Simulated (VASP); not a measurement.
# Cs (Im-3m) in VASP: single point with PBEsol

Aim: the single point of Cs with PBEsol.

Program: VASP 6.6.1. These are calculated values, not measurements. Logs are shortened: lines on timing, memory, paths and dates and some standing lists are left out, and cuts for length are marked.

**1. The cell of the first run**

The structure is cubic, space group Im-3m (No. 229). Conventional cell: a = 6.050 Å, b = 6.050 Å, c = 6.050 Å, α = 90.00°, β = 90.00°, γ = 90.00°.

**2. Single point, PBEsol**

Input file INCAR:

```
PREC     = Accurate       # precision mode
ENCUT    = 500            # plane-wave cutoff, eV
EDIFF    = 1E-6           # SCF threshold, eV
ISMEAR   = 0              # smearing method
SIGMA    = 0.05           # smearing width, eV
LREAL    = False          # projectors in reciprocal space
LASPH    = True           # aspherical terms in the spheres
NELM     = 120            # most SCF steps
ALGO     = Normal         # electronic algorithm
ISIF     = 2              # what is computed and relaxed
LWAVE    = False          # write WAVECAR
LCHARG   = True           # write CHGCAR
GGA      = PS             # functional
LELF     = True           # ELF
LVHAR    = True         
NBANDS   = 10             # bands
GGA_COMPAT= False
```

Input file KPOINTS:

```
regular mesh
0
Gamma
  8 8 8
```

Input file POSCAR:

```
Cs
1.0
   -3.0250000000      3.0250000000      3.0250000000
    3.0250000000     -3.0250000000      3.0250000000
    3.0250000000      3.0250000000     -3.0250000000
Cs
1
Direct
    0.0000000000      0.0000000000      0.0000000000
```

Potentials or basis: VASP PAW PBE potentials, release 64 (Cs_sv).

Run with:

```
$ cat potpaw_PBE.64/Cs_sv/POTCAR > POTCAR
$ mpirun -np 1 vasp_std > vasp.out
```

OUTCAR:

```text
PREC = Accurate
   ENCUT = 500
   EDIFF = 1E-6
   ISMEAR = 0
   LREAL = False
   LASPH = True
   NELM = 120
   ISIF = 2
   GGA = PS

 ion  position               nearest neighbor table
   1  0.000  0.000  0.000-

  LATTYP: Found a body centered cubic cell.
 ALAT       =     6.0500000000

  Lattice vectors:

 A1 = (  -3.0250000000,   3.0250000000,   3.0250000000)
 A2 = (   3.0250000000,  -3.0250000000,   3.0250000000)
 A3 = (   3.0250000000,   3.0250000000,  -3.0250000000)

Analysis of symmetry for initial positions (statically):
=====================================================================
 Subroutine PRICEL returns:
 Original cell was already a primitive cell.

 Routine SETGRP: Setting up the symmetry group for a
 body centered cubic supercell.

 Subroutine GETGRP returns: Found 48 space group operations
 (whereof 48 operations were pure point group operations)
 out of a pool of 48 trial point group operations.

The static configuration has the point symmetry O_h .

Analysis of symmetry for dynamics (positions and initial velocities):
=====================================================================
 Subroutine PRICEL returns:
 Original cell was already a primitive cell.

 Routine SETGRP: Setting up the symmetry group for a
 body centered cubic supercell.

 Subroutine GETGRP returns: Found 48 space group operations
 (whereof 48 operations were pure point group operations)
 out of a pool of 48 trial point group operations.

The dynamic configuration has the point symmetry O_h .

 Subroutine INISYM returns: Found 48 space group operations
 (whereof 48 operations are pure point group operations),
 and found     1 'primitive' translations

----------------------------------------------------------------------------------------

                                     Primitive cell

  volume of cell :     110.7226

  direct lattice vectors                    reciprocal lattice vectors
    -3.025000000  3.025000000  3.025000000     0.000000000  0.165289256  0.165289256
     3.025000000 -3.025000000  3.025000000     0.165289256  0.000000000  0.165289256
     3.025000000  3.025000000 -3.025000000     0.165289256  0.165289256  0.000000000

  length of vectors
     5.239453693  5.239453693  5.239453693     0.233754308  0.233754308  0.233754308

  position of ions in fractional coordinates (direct lattice)
     0.000000000  0.000000000  0.000000000

  ion indices of the primitive-cell ions
   primitive index   ion index
                 1           1

----------------------------------------------------------------------------------------

 KPOINTS: regular mesh

Automatic generation of k-mesh.
 Grid dimensions read from file:
 generate k-points for:    8    8    8

 Generating k-lattice:

  Cartesian coordinates                     Fractional coordinates (reciprocal lattice)
     0.000000000  0.020661157  0.020661157     0.125000000  0.000000000  0.000000000
     0.020661157  0.000000000  0.020661157     0.000000000  0.125000000  0.000000000
     0.020661157  0.020661157  0.000000000     0.000000000  0.000000000  0.125000000

  Length of vectors
     0.029219288  0.029219288  0.029219288

  Shift w.r.t. Gamma in fractional coordinates (k-lattice)
     0.000000000  0.000000000  0.000000000

 Subroutine IBZKPT returns following result:
 ===========================================

 Found     29 irreducible k-points:

 Following reciprocal coordinates:
            Coordinates               Weight
  0.000000  0.000000  0.000000      1.000000
  0.125000  0.000000  0.000000     12.000000
  0.250000  0.000000  0.000000     12.000000
  0.375000  0.000000  0.000000     12.000000
  0.500000  0.000000  0.000000      6.000000
  0.125000  0.125000  0.000000     24.000000
[... 16 lines left out ...]
 -0.250000  0.250000  0.250000      6.000000
 -0.375000  0.375000  0.250000     24.000000
 [... further k-points ...]
   k-points           NKPTS =     29   k-points in BZ     NKDIM =     29   number of bands    NBANDS=     10
   number of dos      NEDOS =    301   number of ions     NIONS =      1
   total plane-waves  NPLWV =  64000
   dimension x,y,z NGX =    40 NGY =   40 NGZ =   40
   dimension x,y,z NGXF=    80 NGYF=   80 NGZF=   80
   ions per type =               1
   NGX,Y,Z   is equivalent  to a cutoff of  12.69, 12.69, 12.69 a.u.
   NGXF,Y,Z  is equivalent  to a cutoff of  25.38, 25.38, 25.38 a.u.
 SYSTEM =  unknown system
   PREC   = accura    normal or accurate (medium, high low for compatibility)
   ISTART =      0    job   : 0-new  1-cont  2-samecut
   ICHARG =      2    charge: 1-file 2-atom 10-const
   ISPIN  =      1    spin polarized calculation?
   LNONCOLLINEAR =      F non collinear calculations
   LSORBIT =      F    spin-orbit coupling
   LASPH  =      T    aspherical Exc in radial PAW
   ENCUT  =  500.0 eV  36.75 Ry    6.06 a.u.   9.55  9.55  9.55*2*pi/ulx,y,z
   NELM   =    120;   NELMIN=  2; NELMDL= -5     # of ELM steps
   EDIFF  = 0.1E-05   stopping-criterion for ELM
   LREAL  =      F    real-space projection
   EDIFFG = 0.1E-04   stopping-criterion for IOM
   NSW    =      0    number of steps for IOM
   IBRION =     -1    ionic relax: 0-MD 1-quasi-New 2-CG
   NFREE  =      0    steps in history (QN), initial steepest desc. (CG)
   ISIF   =      2    stress and relaxation
   ISYM   =      2    0-nonsym 1-usesym 2-fastsym
   POTIM  = 0.5000    time-step for ionic-motion
   TEBEG  =    0.0;   TEEND  =   0.0 temperature during run
   PSTRESS=    0.0 pullay stress
   NELECT =       9.0000    total number of electrons
   NUPDOWN=      -1.0000    fix difference up-down
   EMIN   =  10.00;   EMAX   =-10.00  energy-range for DOS
   EFERMI =   0.00;   METHOD = LEGACY
   ISMEAR =     0;   SIGMA  =   0.05  broadening in eV -4-tet -1-fermi 0-gaus
   EFERMI_NEDOS =   21; number of points for ismear=-14 and -15
   IALGO  =     38    algorithm
   IMIX   =      4    mixing-type and parameters
     AMIX     =   0.40;   BMIX     =  1.00
     AMIX_MAG =   1.60;   BMIX_MAG =  1.00
  volume/ion in A,a.u.               =     110.72       747.19
  Fermi-wavevector in a.u.,A,eV,Ry     =   0.709159  1.340116  6.842458  0.502907
  Thomas-Fermi vector in A             =   1.795667
   LORBIT       =      0    0 simple, 1 ext, 2 COOP (PROOUT), +10 PAW based schemes
   GGA     = PS    functional components
   LHFCALC =     F    Hartree Fock is set to
   AEXX    =    0.0000 exact exchange contribution
   IVDW    =     0    specifies the selected vdW correction
   LEPSILON=     F    determine dielectric tensor
   LRPA    =     F    only Hartree local field effects (RPA)
 non-spin polarized calculation
 Gauss-broadening in eV      SIGMA  =   0.05
  energy-cutoff  :      500.00
  volume of cell :      110.72
 maximum number of plane-waves:      2834
 NGX is ok and might be reduce to    40
   NGX = 19   NGY = 19   NGZ = 19

 number of electron       8.9999998 magnetization

 Free energy of the ion-electron system (eV)
  ---------------------------------------------------
  ext. energy  EPLUGINS =         0.00000000
  ---------------------------------------------------
  free energy    TOTEN  =        -0.93647811 eV

  energy without entropy =       -0.93229329  energy(sigma->0) =       -0.93438570

 E-fermi :   0.4806     XC(G=0):  -5.5761

 val. band max:        0.3834760274   @ k =   0.2500   0.1250   0.1250
 cond. band min:       0.4840869808   @ k =   0.5000   0.0000   0.0000
 fundamental gap:      0.1006109535
 Fermi energy:         0.4805534438

 k-point     1 :       0.0000    0.0000    0.0000
  band No.  band energies     occupation
      1     -23.3567      2.00000
      2     -10.0702      2.00000
      3     -10.0702      2.00000
      4     -10.0702      2.00000
      5      -1.2558      2.00000
      6       2.9881      0.00000
      7       2.9881      0.00000
      8       2.9881      0.00000
      9       3.8908      0.00000
     10       3.8908      0.00000

 k-point     2 :       0.1250    0.0000    0.0000
  band No.  band energies     occupation
      1     -23.3556      2.00000
      2     -10.0941      2.00000
      3     -10.0779      2.00000
      4     -10.0702      2.00000
      5      -1.0774      2.00000
      6       2.7995      0.00000
      7       2.8046      0.00000
      8       3.1689      0.00000
      9       3.6732      0.00000
     10       3.8616      0.00000

 k-point     3 :       0.2500    0.0000    0.0000
  band No.  band energies     occupation
      1     -23.3527      2.00000
      2     -10.1507      2.00000
      3     -10.0963      2.00000
      4     -10.0703      2.00000
      5      -0.5855      2.00000
      6       2.2140      0.00000
      7       2.4644      0.00000
      8       3.6983      0.00000
      9       3.7312      0.00000
     10       3.8855      0.00000

 k-point     4 :       0.3750    0.0000    0.0000
  band No.  band energies     occupation
      1     -23.3499      2.00000
      2     -10.2055      2.00000
      3     -10.1146      2.00000
      4     -10.0705      2.00000
      5       0.0719      2.00000
      6       1.6680      0.00000
      7       2.2034      0.00000
      8       3.8207      0.00000
      9       4.0895      0.00000
     10       4.5332      0.00000
[... 222 lines left out ...]
 k-point    22 :       0.2500    0.2500    0.2500
  band No.  band energies     occupation
      1     -23.3483      2.00000
      2     -10.1478      2.00000
      3     -10.1478      2.00000
      4     -10.1478      2.00000
      5       1.4698      0.00000
      6       1.4698      0.00000
      7       1.4698      0.00000
      8       2.9436      0.00000
      9       4.4447      0.00000
     10       4.4447      0.00000

 k-point    23 :      -0.2500    0.2500    0.2500
  band No.  band energies     occupation
      1     -23.3492      2.00000
      2     -10.1532      2.00000
      3     -10.1245      2.00000
      4     -10.1245      2.00000
      5       0.0126      2.00000
      6       2.0110      0.00000
      7       2.7382      0.00000
      8       2.7382      0.00000
      9       3.7617      0.00000
     10       3.9517      0.00000

 k-point    24 :      -0.3750    0.3750    0.2500
  band No.  band energies     occupation
      1     -23.3466      2.00000
      2     -10.1876      2.00000
      3     -10.1442      2.00000
      4     -10.1288      2.00000
      5       0.5955      0.00115
      6       1.5610      0.00000
      7       2.7189      0.00000
      8       2.7445      0.00000
      9       3.6379      0.00000
     10       4.3877      0.00000

 [... further k-points ...]
[... 5 lines left out ...]
  --------------------------------------------------------------------------------------
  -------------------------------------------------------------------------------------
  Total       -0.0293230     -0.0293230     -0.0293230     -0.0000000      0.0000000      0.0000000
  in kB       -0.4243096     -0.4243096     -0.4243096     -0.0000000      0.0000000      0.0000000
  external PRESSURE =      -0.4243096 kB  Pullay stress =       0.0000000 kB

 VOLUME and BASIS-vectors are now :
 -----------------------------------------------------------------------------
  energy-cutoff  :      500.00
  volume of cell :      110.72
      direct lattice vectors                 reciprocal lattice vectors
    -3.025000000  3.025000000  3.025000000     0.000000000  0.165289256  0.165289256
     3.025000000 -3.025000000  3.025000000     0.165289256  0.000000000  0.165289256
     3.025000000  3.025000000 -3.025000000     0.165289256  0.165289256  0.000000000

 POSITION                                       TOTAL-FORCE (eV/Angst)
 -----------------------------------------------------------------------------------
      0.00000      0.00000      0.00000        -0.000000      0.000000      0.000000
 -----------------------------------------------------------------------------------
    total drift:                               -0.000000     -0.000000     -0.000000

  FREE ENERGIE OF THE ION-ELECTRON SYSTEM (eV)
  ---------------------------------------------------
  free  energy   TOTEN  =        -0.9364781123 eV

  energy  without entropy=       -0.9322932910  energy(sigma->0) =       -0.93438570
```

Wall time 42 s (1 thread of AMD EPYC 7R13, shared host); peak memory 0.2 GiB.

What came out:

```
Free energy : -0.9365 eV
Pressure    : 0.0 GPa
```

Caveat: the PAW data sets were made with another functional, which shifts forces and pressure a little; spin-orbit coupling is left out, which moves the levels of the heavy elements.
